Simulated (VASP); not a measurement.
**NaCl: single point with LDA**

The system is NaCl.

```xyz
2
Lattice="0.0000 2.7325 2.7325 2.7325 0.0000 2.7325 2.7325 2.7325 0.0000" Properties=species:S:1:pos:R:3 pbc="T T T"
Na    0.0000    0.0000    0.0000
Cl    2.7325    2.7325    2.7325
```

```
Program                : VASP 6.6.1
Task                   : single point
Functional             : LDA
Potentials or basis    : VASP PAW LDA potentials, release 64 (Na_pv, Cl)
Cutoff                 : 520 eV
k mesh                 : 8 × 8 × 8
Occupations            : gaussian, width 0.02 eV
Spin                   : no spin polarisation
Dipole correction      : no
Further INCAR settings : ALGO = Normal; EDIFF = 1e-06; NBANDS = 14
```

```
Pressure               : 0.0 GPa
Band gap on the k mesh : 5.08 eV
```

Levels at points of the mesh, in eV from the valence-band top:
| k point | band 4 | band 5 | band 6 | band 7 | band 8 | band 9 | band 10 | band 11 |
| --- | --- | --- | --- | --- | --- | --- | --- | --- |
| (0.00, 0.00, 0.00) | -12.82 | 0.00 | 0.00 | 0.00 | 5.08 | 10.93 | 10.93 | 10.93 |
| (0.50, 0.00, 0.00) | -12.35 | -2.33 | -0.33 | -0.33 | 7.05 | 10.90 | 10.90 | 11.05 |
| (0.50, 0.50, 0.00) | -12.30 | -2.01 | -0.72 | -0.72 | 7.44 | 7.64 | 11.62 | 15.18 |

Wall time 13 s on 1 thread of Intel Xeon 8259CL, with other jobs on the host, peak memory 0.15 GiB.

As with any semilocal functional, this LDA gap is likely too small.
